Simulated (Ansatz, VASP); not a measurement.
## Pd in VASP and in Ansatz

```
Pd
1.0
     3.08734    0.00000    0.00000
     0.00000    3.08734    0.00000
     0.00000    0.00000    3.08734
Pd
2
Direct
  0.00000 0.00000 0.00000
  0.50000 0.50000 0.50000
```

Alike in both runs: task relaxation of cell and atoms; functional PBE; k mesh 10 × 10 × 10; occupations fermi-dirac, width 0.05 eV; collinear spin.

```csv
,VASP,Ansatz
version,VASP 6.6.1,Ansatz 0.2.0
potentials or method,"VASP PAW PBE potentials, release 64 (Pd), cutoff 500 eV","plane waves (420 eV) with PAW, scalar-relativistic"
valence electrons in the cell,20,36
```

|  | VASP | Ansatz | Ansatz less VASP |
| --- | --- | --- | --- |
| net moment per atom (μB) | 0.00 | 0.00 | 0.000 |
| relaxed volume (Å³/atom) | 15.42 | 15.44 | +0.025 |
| relaxed cell length with the largest relative difference (Å) | 3.136 | 3.137 | +0.0017 |

VASP's potentials hold 20 valence electrons a cell and Ansatz's 36, so a difference there can come from the potentials and not from the codes. Ansatz's warnings: seeded moment not kept.
